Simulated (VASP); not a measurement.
Runs of VASP 6.6.1 on BN. The structure is that of space group F-43m (No. 216), or close to it. The cells are those of the table. 

```csv
cell,gap on the mesh (eV),pressure (GPa)
"a = 2.525, b = 2.525, c = 2.563 Å, angles 59.5, 59.5, 61.0°, 2 atoms",3.94,12.3
"a = 2.621, b = 2.621, c = 2.563 Å, angles 60.7, 60.7, 58.5°, 2 atoms",4.02,-15.0
"a = 2.631, b = 2.631, c = 2.563 Å, angles 60.9, 60.9, 58.3°, 2 atoms",3.96,-17.2
"a = 2.641, b = 2.641, c = 2.563 Å, angles 61.0, 61.0, 58.1°, 2 atoms",(b),-19.4
"a = 2.544, b = 2.544, c = 2.563 Å, angles 59.8, 59.8, 60.5°, 2 atoms",4.20,6.1
"a = 2.506, b = 2.506, c = 2.563 Å, angles 59.2, 59.2, 61.5°, 2 atoms",3.68,18.9
"a = 2.602, b = 2.602, c = 2.563 Å, angles 60.5, 60.5, 59.0°, 2 atoms",(a),-10.2
"a = 2.582, b = 2.582, c = 2.563 Å, angles 60.2, 60.2, 59.5°, 2 atoms",4.30,-5.2
```

Alike in all rows: task single point; level PBE; potentials or basis VASP PAW PBE potentials, release 64 (B, N); no spin polarisation; k mesh 12 × 12 × 12; cutoff (eV) 520; smearing gaussian 0.05 eV.

Task: Fill in the values left out.

Result: (a) 4.16; (b) 3.89.

A k mesh can miss the band edges.
